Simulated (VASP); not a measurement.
## Al3Cu2: relaxation of cell and atoms with PBEsol

Crystal: Al3Cu2.

```
Al Cu
1.0
     4.09195    0.00000    0.00000
    -2.04598    3.54373    0.00000
     0.00000    0.00000    4.99278
Al Cu
3 2
Cartesian
  0.0000 0.0000 0.0000
  0.0000 2.3625 1.7471
  2.0460 1.1812 3.2457
  0.0000 2.3625 4.1915
  2.0460 1.1812 0.8013
```

```json
{
 "Program": "VASP 6.6.1",
 "Task": "relaxation of cell and atoms",
 "Functional": "PBEsol",
 "Potentials or basis": "VASP PAW PBE potentials, release 64 (Al, Cu)",
 "Cutoff": "600 eV",
 "k mesh": "6 × 6 × 4",
 "Occupations": "gaussian, width 0.15 eV",
 "Spin": "no spin polarisation",
 "Dipole correction": "no",
 "Further INCAR settings": "ALGO = Normal; EDIFF = 1e-07; IBRION = 2; EDIFFG = -0.01; NSW = 60; ISIF = 3"
}
```

- Relaxed volume: 14.55 Å³/atom
- Relaxed cell: a = 4.088 Å, b = 4.088 Å, c = 5.027 Å, α = 90.00°, β = 90.00°, γ = 120.00°
- Space group after relaxing (to 0.05 Å): P-3m1 (No. 164)
- Energy gained by relaxing: 0.5 meV/atom
- Ionic steps: 8
- Pressure after relaxing: 0.0 GPa
- Largest force after relaxing: 0.007 eV/Å

Forces on the atoms (eV/Å):
```
Al   0.000  0.000  0.000
Al   0.000  0.000  0.007
Al   0.000  0.000 -0.007
Cu   0.000  0.000  0.005
Cu   0.000  0.000 -0.005
```

The path:
```
step  energy change (eV)  largest force (eV/Å)  pressure (GPa)  volume (Å³)
   1              0.0000                0.0655            0.53        72.40
   2             -0.0021                0.0170           -0.21        72.90
   3             -0.0021                0.0172           -0.23        72.90
   4             -0.0023                0.0127            0.00        72.74
   5             -0.0023                0.0127            0.02        72.75
   6             -0.0023                0.0126           -0.03        72.76
   7             -0.0023                0.0128            0.01        72.75
   8             -0.0023                0.0066           -0.01        72.76
```

Final structure:
```xyz
5
Lattice="4.0882 0.0000 0.0000 -2.0441 3.5405 0.0000 0.0000 0.0000 5.0266" Properties=species:S:1:pos:R:3 pbc="T T T"
Al   -2.0441    3.5405    5.0266
Al    0.0000    2.3603    1.7601
Al    2.0441    1.1802    3.2665
Cu    0.0000    2.3603    4.2245
Cu    2.0441    1.1802    0.8021
```

Levels at points of the mesh, in eV from the Fermi level:
| k point | band 12 | band 13 | band 14 | band 15 | band 16 | band 17 | band 18 | band 19 |
| --- | --- | --- | --- | --- | --- | --- | --- | --- |
| (0.00, 0.00, 0.00) | -3.64 | -3.59 | -0.07 | -0.07 | 1.45 | 1.45 | 2.64 | 3.01 |
| (0.50, 0.00, 0.00) | -4.03 | -2.96 | -2.94 | -2.54 | -0.77 | -0.06 | 0.44 | 3.03 |
| (0.00, 0.00, 0.50) | -4.10 | 1.28 | 1.28 | 1.42 | 1.42 | 1.78 | 2.42 | 2.50 |
| (0.50, 0.00, 0.50) | -4.14 | -4.07 | -3.47 | -1.68 | -0.11 | 0.83 | 1.04 | 5.05 |

It took 2.4 min on 1 thread of Intel Xeon 6975P-C, on a shared host, peak memory 0.24 GiB.

Caveat: the PAW data sets were made with another functional, which shifts forces and pressure a little.
